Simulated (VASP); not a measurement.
Input of a VASP 6.6.1 run:

The input INCAR:

```
SYSTEM = MnO2
PREC     = Accurate       ! precision mode
ENCUT    = 600            ! plane-wave cutoff, eV
EDIFF    = 1E-6           ! SCF threshold, eV
ISMEAR   = 0              ! smearing method
SIGMA    = 0.1            ! smearing width, eV
LREAL    = .FALSE.        ! projectors in reciprocal space
LASPH    = .TRUE.         ! aspherical terms in the spheres
NELM     = 200            ! most SCF steps
ALGO     = Normal         ! electronic algorithm
ISIF     = 2              ! what is computed and relaxed
LWAVE    = .FALSE.        ! write WAVECAR
LCHARG   = .FALSE.        ! write CHGCAR
ISPIN    = 2              ! spin polarisation
MAGMOM   = 3.06 3.06 0 0 0 0 ! initial moments
LORBIT   = 11             ! projections on sites
LMAXMIX  = 4              ! l up to which the mixer works
LDAU     = .TRUE.         ! DFT+U
LDAUTYPE = 2            
LDAUL    = 2 -1           ! shell
LDAUU    = 3.9 0          ! U, eV
LDAUJ    = 0 0          
LDAUPRINT= 1            
GGA      = PE             ! functional
NBANDS   = 40             ! bands
GGA_COMPAT= .FALSE.
```

Contents of KPOINTS:

```
Automatic mesh
0
G
  8 8 12
  0 0 0
```

POSCAR

```
MnO2
1.0
    4.4557270376      0.0000000000      0.0000000000
    0.0000000000      4.4557270376      0.0000000000
    0.0000000000      0.0000000000      2.9433605289
Mn O
2 4
Direct
    0.0000000000      0.0000000000      0.0000000000
    0.5000000000      0.5000000000      0.5000000000
    0.3060903849      0.3060903849      0.0000000000
    0.1939096151      0.8060903849      0.5000000000
    0.6939096151      0.6939096151      0.0000000000
    0.8060903849      0.1939096151      0.5000000000
```

Potentials or basis: VASP PAW PBE potentials, release 64 (Mn_sv, O).

Run with:

```bash
$ cat potpaw_PBE.64/Mn_sv/POTCAR potpaw_PBE.64/O/POTCAR > POTCAR
$ mpirun -np 1 vasp_std > vasp.out
```

Predict the largest force.

0.024 eV/Å.

Predict the band gap on the k mesh.

zero (filled and empty bands overlap).

Eigenvalues of the final occupation matrices:
```
    site  spin  trace               eigenvalues
site 1 d     1   3.66  0.43 0.44 0.92 0.93 0.94
site 1 d     2   0.71  0.05 0.08 0.09 0.23 0.25
site 2 d     1   3.66  0.43 0.44 0.92 0.93 0.94
site 2 d     2   0.71  0.05 0.08 0.09 0.23 0.25
```

Caveat: the cell stands under tension; the run started ferromagnetic, and an antiferromagnetic order may lie lower in energy. The state reached can hang on the start; a lower one may exist.
